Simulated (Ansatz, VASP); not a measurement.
**ScGa3: VASP beside Ansatz**

```
Sc Ga
1.0
     4.10860    0.00000    0.00000
     0.00000    4.10860    0.00000
     0.00000    0.00000    4.10860
Sc Ga
1 3
Direct
  0.00000 0.00000 0.00000
  0.00000 0.50000 0.50000
  0.50000 0.00000 0.50000
  0.50000 0.50000 0.00000
```

Change from the starting cell: volume scaled by 1.01, crystal datasets.

Alike in both runs: task electric field gradients; functional LDA; k mesh 9 × 9 × 9; occupations fermi-dirac, width 0.05 eV; no spin polarisation.

```csv
,VASP,Ansatz
version,VASP 6.6.1,Ansatz 0.2.0
potentials or method,"VASP PAW LDA potentials, release 64 (Sc_sv, Ga_d), cutoff 520 eV","all-electron PAW with datasets made for the crystal, scalar-relativistic"
```

|  | VASP | Ansatz | Ansatz less VASP |
| --- | --- | --- | --- |
| pressure (GPa) | -5.9 | -6.1 | -0.18 |
| size of Vzz on the site where it differs most (V/Å²) | 62.5 | 65.0 | +2.53 |

LDA's correlation is that of Perdew and Zunger in VASP and of Perdew and Wang (1992) in Ansatz. Ansatz ran all-electron here, and VASP with PAW potentials.
